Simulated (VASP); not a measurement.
Input of a VASP 6.6.1 run:

INCAR

```
SYSTEM = P
ALGO = Normal
EDIFF = 1E-7
EDIFFG = -0.03
ENCUT = 500
GGA = PE
GGA_COMPAT = .FALSE.
IBRION = 2
ISIF = 3
ISMEAR = -1
LASPH = .TRUE.
LCHARG = .FALSE.
LREAL = .FALSE.
LWAVE = .FALSE.
NELM = 120
NELMIN = 4
NSW = 60
PREC = Accurate
PSTRESS = 600.0
SIGMA = 0.05
```

The input KPOINTS:

```
k-points
0
G
  21 21 21
  0 0 0
```

Contents of POSCAR:

```
P
1.0
    0.0000000000      1.9400000000      1.9400000000
    1.9400000000      0.0000000000      1.9400000000
    1.9400000000      1.9400000000      0.0000000000
P
1
Direct
    0.0000000000      0.0000000000      0.0000000000
```

Potentials or basis: VASP PAW PBE potentials, release 64 (P).

The run is started by

```sh
$ cat potpaw_PBE.64/P/POTCAR > POTCAR
$ mpirun -np 1 vasp_std > vasp.out
```

Task: What does it give for the space group after relaxing (to 0.1 Å)?

Result: Fm-3m (No. 225).

Task: Predict the relaxed cell.

Result: a = 2.447 Å, b = 2.447 Å, c = 2.447 Å, α = 60.00°, β = 60.00°, γ = 60.00°.

Task: Estimate the relaxed volume.

Result: 10.36 Å³/atom.

Task: What does it give for the band gap on the k mesh?

Result: Zero (an odd number of electrons rules out a gap without spin polarisation).

Final structure:
```cif
data_structure
_symmetry_space_group_name_H-M 'P 1'
_symmetry_Int_Tables_number 1
_cell_length_a 2.4467
_cell_length_b 2.4467
_cell_length_c 2.4467
_cell_angle_alpha 60.000
_cell_angle_beta 60.000
_cell_angle_gamma 60.000
_cell_volume 10.36
loop_
_atom_site_label
_atom_site_type_symbol
_atom_site_fract_x
_atom_site_fract_y
_atom_site_fract_z
_atom_site_occupancy
P1 P 0.00000 0.00000 0.00000 1
```

Caveat: the cell is relaxed towards a set pressure, so the run minimises the enthalpy, not the energy; the volume moved by over 15 % at a fixed basis, so the end points are rough.
